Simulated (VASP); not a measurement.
# Si (Fd-3m) in VASP: single point with PBE

Aim: the single point of Si with PBE.

Everything below comes from runs of VASP 6.6.1. Logs are shortened: lines on timing, memory, paths and dates and some standing lists are left out, and cuts for length are marked.

### Step 1. The cell of the first run

Symmetry: Fd-3m, No. 227, cubic system. Conventional cell: a = 5.471 Å, b = 5.471 Å, c = 5.471 Å, α = 90.00°, β = 90.00°, γ = 90.00°. Within 3.1 Å of Si (site symmetry -43m) lie 4 Si at 2.37 Å.

### Step 2. Single point, PBE

Input file INCAR:

```
PREC = Accurate
ENCUT = 520
EDIFF = 1E-7
ISMEAR = -1
SIGMA = 0.02
LREAL = False
LASPH = True
NELM = 100
ALGO = Normal
ISIF = 2
LWAVE = False
LCHARG = False
GGA = PE
NBANDS = 16
```

Input file KPOINTS:

```
regular mesh
0
Gamma
  7 7 5
```

Input file POSCAR:

```
Si
1.0
    2.7354715901      2.7354715901      0.0000000000
   -2.7354715901      2.7354715901      0.0000000000
    0.0000000000      0.0000000000      5.4709431802
Si
4
Direct
    0.2500000000      0.5000000000      0.3750000000
    0.7500000000      0.0000000000      0.8750000000
    0.2500000000      0.0000000000      0.1250000000
    0.7500000000      0.5000000000      0.6250000000
```

Potentials or basis: VASP PAW PBE potentials, release 64 (Si).

Command:

```console
> cat potpaw_PBE.64/Si/POTCAR > POTCAR
> mpirun -np 1 vasp_std > vasp.out
```

OUTCAR:

```text
PREC = Accurate
   ENCUT = 520
   EDIFF = 1E-7
   ISMEAR = -1
   LREAL = False
   LASPH = True
   NELM = 100
   ISIF = 2
   GGA = PE

 ion  position               nearest neighbor table
   1  0.250  0.500  0.375-   3 2.37   4 2.37   3 2.37   4 2.37
   2  0.750  0.000  0.875-   3 2.37   4 2.37   4 2.37   3 2.37
   3  0.250  0.000  0.125-   1 2.37   2 2.37   1 2.37   2 2.37
   4  0.750  0.500  0.625-   1 2.37   2 2.37   2 2.37   1 2.37

  LATTYP: Found a simple tetragonal cell.
 ALAT       =     3.8685410222
 C/A-ratio  =     1.4142135624

  Lattice vectors:

 A1 = (   2.7354715901,   2.7354715901,   0.0000000000)
 A2 = (  -2.7354715901,   2.7354715901,   0.0000000000)
 A3 = (   0.0000000000,   0.0000000000,   5.4709431802)

Analysis of symmetry for initial positions (statically):
=====================================================================
 Subroutine PRICEL returns following result:

  LATTYP: Found a face centered cubic cell.
 ALAT       =     5.4709431802

  Lattice vectors:

 A1 = (   0.0000000000,  -2.7354715901,  -2.7354715901)
 A2 = (   2.7354715901,   0.0000000000,  -2.7354715901)
 A3 = (   2.7354715901,  -2.7354715901,  -0.0000000000)

   2 primitive cells build up your supercell.

 Routine SETGRP: Setting up the symmetry group for a
 simple tetragonal supercell.

 Subroutine GETGRP returns: Found 16 space group operations
 (whereof  4 operations were pure point group operations)
 out of a pool of 16 trial point group operations.

The static configuration has the point symmetry C_2h.
 The point group associated with its full space group is D_4h.

Analysis of symmetry for dynamics (positions and initial velocities):
=====================================================================
 Subroutine PRICEL returns following result:

  LATTYP: Found a face centered cubic cell.
 ALAT       =     5.4709431802

  Lattice vectors:

 A1 = (   0.0000000000,  -2.7354715901,  -2.7354715901)
 A2 = (   2.7354715901,   0.0000000000,  -2.7354715901)
 A3 = (   2.7354715901,  -2.7354715901,  -0.0000000000)

   2 primitive cells build up your supercell.

 Routine SETGRP: Setting up the symmetry group for a
 simple tetragonal supercell.

 Subroutine GETGRP returns: Found 16 space group operations
 (whereof  4 operations were pure point group operations)
 out of a pool of 16 trial point group operations.

The dynamic configuration has the point symmetry C_2h.
 The point group associated with its full space group is D_4h.

 Subroutine INISYM returns: Found 16 space group operations
 (whereof  4 operations are pure point group operations),
 and found     2 'primitive' translations

----------------------------------------------------------------------------------------

                                     Primitive cell

  volume of cell :      40.9380

  direct lattice vectors                    reciprocal lattice vectors
     0.000000000 -2.735471590 -2.735471590    -0.182783839 -0.182783839 -0.182783839
     2.735471590  0.000000000 -2.735471590     0.182783839  0.182783839 -0.182783839
     2.735471590 -2.735471590 -0.000000000     0.182783839 -0.182783839  0.182783839

  length of vectors
     3.868541022  3.868541022  3.868541022     0.316590897  0.316590897  0.316590897

  position of ions in fractional coordinates (direct lattice)
     0.375000000  0.875000000  0.875000000
     0.625000000  0.125000000  0.125000000

  ion indices of the primitive-cell ions
   primitive index   ion index
                 1           1
                 2           3

----------------------------------------------------------------------------------------

 KPOINTS: regular mesh

Automatic generation of k-mesh.
 Grid dimensions read from file:
 generate k-points for:    7    7    5

 Generating k-lattice:

  Cartesian coordinates                     Fractional coordinates (reciprocal lattice)
     0.026111977  0.026111977  0.000000000     0.142857143  0.000000000  0.000000000
    -0.026111977  0.026111977  0.000000000     0.000000000  0.142857143  0.000000000
     0.000000000  0.000000000  0.036556768     0.000000000  0.000000000  0.200000000

  Length of vectors
     0.036927912  0.036927912  0.036556768

  Shift w.r.t. Gamma in fractional coordinates (k-lattice)
     0.000000000  0.000000000  0.000000000

 Subroutine IBZKPT returns following result:
 ===========================================

 Found     30 irreducible k-points:

 Following reciprocal coordinates:
            Coordinates               Weight
  0.000000  0.000000  0.000000      1.000000
  0.142857  0.000000  0.000000      4.000000
  0.285714  0.000000  0.000000      4.000000
  0.428571  0.000000  0.000000      4.000000
  0.142857  0.142857  0.000000      4.000000
  0.285714  0.142857  0.000000      8.000000
[... 16 lines left out ...]
  0.285714  0.000000  0.400000      8.000000
  0.428571  0.000000  0.400000      8.000000
 [... further k-points ...]
   k-points           NKPTS =     30   k-points in BZ     NKDIM =     30   number of bands    NBANDS=     16
   number of dos      NEDOS =    301   number of ions     NIONS =      4
   total plane-waves  NPLWV =  37800
   dimension x,y,z NGX =    30 NGY =   30 NGZ =   42
   dimension x,y,z NGXF=    60 NGYF=   60 NGZF=   84
   ions per type =               4
   NGX,Y,Z   is equivalent  to a cutoff of  12.89, 12.89, 12.76 a.u.
   NGXF,Y,Z  is equivalent  to a cutoff of  25.78, 25.78, 25.53 a.u.
 SYSTEM =  unknown system
   PREC   = accura    normal or accurate (medium, high low for compatibility)
   ISTART =      0    job   : 0-new  1-cont  2-samecut
   ICHARG =      2    charge: 1-file 2-atom 10-const
   ISPIN  =      1    spin polarized calculation?
   LNONCOLLINEAR =      F non collinear calculations
   LSORBIT =      F    spin-orbit coupling
   LASPH  =      T    aspherical Exc in radial PAW
   ENCUT  =  520.0 eV  38.22 Ry    6.18 a.u.   7.19  7.19 10.17*2*pi/ulx,y,z
   NELM   =    100;   NELMIN=  2; NELMDL= -5     # of ELM steps
   EDIFF  = 0.1E-06   stopping-criterion for ELM
   LREAL  =      F    real-space projection
   EDIFFG = 0.1E-05   stopping-criterion for IOM
   NSW    =      0    number of steps for IOM
   IBRION =     -1    ionic relax: 0-MD 1-quasi-New 2-CG
   NFREE  =      0    steps in history (QN), initial steepest desc. (CG)
   ISIF   =      2    stress and relaxation
   ISYM   =      2    0-nonsym 1-usesym 2-fastsym
   POTIM  = 0.5000    time-step for ionic-motion
   TEBEG  =    0.0;   TEEND  =   0.0 temperature during run
   PSTRESS=    0.0 pullay stress
   NELECT =      16.0000    total number of electrons
   NUPDOWN=      -1.0000    fix difference up-down
   EMIN   =  10.00;   EMAX   =-10.00  energy-range for DOS
   EFERMI =   0.00;   METHOD = LEGACY
   ISMEAR =    -1;   SIGMA  =   0.02  broadening in eV -4-tet -1-fermi 0-gaus
   EFERMI_NEDOS =   21; number of points for ismear=-14 and -15
   IALGO  =     38    algorithm
   IMIX   =      4    mixing-type and parameters
     AMIX     =   0.40;   BMIX     =  1.00
     AMIX_MAG =   1.60;   BMIX_MAG =  1.00
  volume/ion in A,a.u.               =      20.47       138.13
  Fermi-wavevector in a.u.,A,eV,Ry     =   0.950012  1.795263 12.279579  0.902524
  Thomas-Fermi vector in A             =   2.078349
   LORBIT       =      0    0 simple, 1 ext, 2 COOP (PROOUT), +10 PAW based schemes
   GGA     = PE    functional components
   LHFCALC =     F    Hartree Fock is set to
   AEXX    =    0.0000 exact exchange contribution
   IVDW    =     0    specifies the selected vdW correction
   LEPSILON=     F    determine dielectric tensor
   LRPA    =     F    only Hartree local field effects (RPA)
 non-spin polarized calculation
  energy-cutoff  :      520.00
  volume of cell :       81.88
 maximum number of plane-waves:      2222
 NGX is ok and might be reduce to    30
   NGX = 15   NGY = 15   NGZ = 21

 number of electron      15.9999999 magnetization

 Free energy of the ion-electron system (eV)
  ---------------------------------------------------
  ext. energy  EPLUGINS =         0.00000000
  ---------------------------------------------------
  free energy    TOTEN  =       -21.69343889 eV

  energy without entropy =      -21.69343889  energy(sigma->0) =      -21.69343889

 E-fermi :   5.9060     XC(G=0):  -9.3219

 val. band max:        5.6051042234   @ k =   0.0000   0.0000   0.0000
 cond. band min:       6.2187164677   @ k =   0.4286   0.4286   0.0000
 fundamental gap:      0.6136122443
 Fermi energy:         5.9060483441

 k-point     1 :       0.0000    0.0000    0.0000
  band No.  band energies     occupation
      1      -6.2016      2.00000
      2      -2.1374      2.00000
      3      -2.1374      2.00000
      4       2.8140      2.00000
      5       2.8140      2.00000
      6       5.6049      2.00000
[... 8 lines left out ...]
     15      13.3130      0.00000
     16      13.3133      0.00000

 k-point     2 :       0.1429    0.0000    0.0000
  band No.  band energies     occupation
      1      -6.0269      2.00000
      2      -2.2361      2.00000
      3      -1.9470      2.00000
      4       2.0250      2.00000
      5       2.9532      2.00000
      6       4.3265      2.00000
[... 8 lines left out ...]
     15      12.5978      0.00000
     16      13.1644      0.00000

 k-point     3 :       0.2857    0.0000    0.0000
  band No.  band energies     occupation
      1      -5.5125      2.00000
      2      -2.7269      2.00000
      3      -1.3781      2.00000
      4       1.3203      2.00000
      5       2.4826      2.00000
      6       3.3547      2.00000
[... 8 lines left out ...]
     15      11.8283      0.00000
     16      12.5541      0.00000

 k-point     4 :       0.4286    0.0000    0.0000
  band No.  band energies     occupation
      1      -4.6951      2.00000
      2      -3.6765      2.00000
      3      -0.4376      2.00000
      4       0.8598      2.00000
      5       1.5538      2.00000
      6       2.4467      2.00000
[... 8 lines left out ...]
     15      11.3461      0.00000
     16      11.7931      0.00000

 k-point     5 :       0.1429    0.1429    0.0000
  band No.  band energies     occupation
      1      -5.8522      2.00000
      2      -2.0466      2.00000
      3      -2.0466      2.00000
      4       2.1690      2.00000
      5       2.1690      2.00000
      6       3.9555      2.00000
[... 8 lines left out ...]
     15      12.0148      0.00000
     16      12.8943      0.00000

 k-point     6 :       0.2857    0.1429    0.0000
  band No.  band energies     occupation
      1      -5.3373      2.00000
      2      -2.5419      2.00000
      3      -1.4808      2.00000
      4       1.4676      2.00000
      5       2.3247      2.00000
      6       2.5827      2.00000
[... 8 lines left out ...]
     15      11.1759      0.00000
     16      11.3337      0.00000
[... 267 lines left out ...]
 k-point    21 :       0.0000    0.0000    0.4000
  band No.  band energies     occupation
      1      -5.5193      2.00000
      2      -4.6818      2.00000
      3       1.2014      2.00000
      4       2.9695      2.00000
      5       3.4253      2.00000
      6       3.4253      2.00000
[... 8 lines left out ...]
     15      12.1714      0.00000
     16      12.1714      0.00000

 k-point    22 :       0.1429    0.0000    0.4000
  band No.  band energies     occupation
      1      -5.3550      2.00000
      2      -4.5349      2.00000
      3       0.7640      2.00000
      4       2.0542      2.00000
      5       3.0696      2.00000
      6       3.5439      2.00000
[... 8 lines left out ...]
     15      11.0918      0.00000
     16      11.4829      0.00000

 k-point    23 :       0.2857    0.0000    0.4000
  band No.  band energies     occupation
      1      -4.8857      2.00000
      2      -4.1512      2.00000
      3      -0.3787      2.00000
      4       0.4978      2.00000
      5       3.1913      2.00000
      6       3.8658      2.00000
[... 8 lines left out ...]
     15      11.2329      0.00000
     16      12.2504      0.00000

 k-point    24 :       0.4286    0.0000    0.4000
  band No.  band energies     occupation
      1      -4.2309      2.00000
      2      -3.8529      2.00000
      3      -1.2020      2.00000
      4      -0.7905      2.00000
      5       3.7996      2.00000
      6       4.2634      2.00000
[... 8 lines left out ...]
     15      13.3821      0.00000
     16      13.5341      0.00000

 [... further k-points ...]
[... 5 lines left out ...]
  --------------------------------------------------------------------------------------
  -------------------------------------------------------------------------------------
  Total       -0.0357202     -0.0357202     -0.0927635      0.0000000      0.0000000      0.0000000
  in kB       -0.6989850     -0.6989850     -1.8152285      0.0000000      0.0000000      0.0000000
  external PRESSURE =      -1.0710662 kB  Pullay stress =       0.0000000 kB

 VOLUME and BASIS-vectors are now :
 -----------------------------------------------------------------------------
  energy-cutoff  :      520.00
  volume of cell :       81.88
      direct lattice vectors                 reciprocal lattice vectors
     2.735471590  2.735471590  0.000000000     0.182783839  0.182783839  0.000000000
    -2.735471590  2.735471590  0.000000000    -0.182783839  0.182783839  0.000000000
     0.000000000  0.000000000  5.470943180     0.000000000  0.000000000  0.182783839

 POSITION                                       TOTAL-FORCE (eV/Angst)
 -----------------------------------------------------------------------------------
     -0.68387      2.05160      2.05160         0.000000     -0.000000      0.000000
      2.05160      2.05160      4.78708        -0.000000     -0.000000      0.000000
      0.68387      0.68387      0.68387         0.000000      0.000000     -0.000000
      0.68387      3.41934      3.41934        -0.000000      0.000000      0.000000
 -----------------------------------------------------------------------------------
    total drift:                                0.000000     -0.000000     -0.000000

  FREE ENERGIE OF THE ION-ELECTRON SYSTEM (eV)
  ---------------------------------------------------
  free  energy   TOTEN  =       -21.6934388909 eV

  energy  without entropy=      -21.6934388861  energy(sigma->0) =      -21.69343889
```

Run time: 32 s. Hardware: 1 thread of Intel Xeon Platinum 8259CL at 2.50GHz (Skylake/Cascade Lake), shared host; peak memory 0.18 GiB.

Results:

```
Free energy            : -21.6934 eV
Pressure               : -0.1 GPa
Band gap on the k mesh : 0.61 eV
```
